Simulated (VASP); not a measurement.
The system is Te.

```
Te
1.0
     0.00000    3.23500    3.23500
     3.23500    0.00000    3.23500
     3.23500    3.23500    0.00000
Te
2
Direct
  0.00000 0.00000 0.00000
  0.25000 0.25000 0.25000
```

This isn't the form of Te at room conditions, which is trigonal, of chains.

* Program: VASP 6.6.1
* Task: relaxation of cell and atoms
* Functional: PBE
* Dispersion: D3(BJ)
* Potentials or basis: VASP PAW PBE potentials, release 64 (Te)
* Cutoff: 500 eV
* k mesh: 5 × 5 × 5
* Occupations: fermi-dirac, width 0.05 eV
* Spin: no spin polarisation

At the start: pressure 14.5 GPa; volume 33.86 Å³/atom.

**Question.** Where does the relaxation end?

**Answer.** Over 5 steps the energy falls by 366.6 meV/atom and the volume is 44.19 Å³/atom (+30.5 %); space group Fd-3m (No. 227, to 0.1 Å) before and after.

The path:
```
step  energy change (eV)  largest force (eV/Å)  pressure (GPa)  volume (Å³)
   1              0.0000                0.0000           14.53        67.71
   2             -0.5756                0.0000           -3.13       102.47
   3             -0.7332                0.0000            0.09        88.12
   4             -0.7332                0.0000           -0.06        88.56
   5             -0.7332                0.0000            0.00        88.38
```

Final structure:
```xyz
2
Lattice="0.0000 3.5355 3.5355 3.5355 0.0000 3.5355 3.5355 3.5355 0.0000" Properties=species:S:1:pos:R:3 pbc="T T T"
Te    0.0000    0.0000    0.0000
Te    1.7677    1.7677    1.7677
```

Caveat: the volume moved by over 15 % at a fixed basis, so the end points are rough.
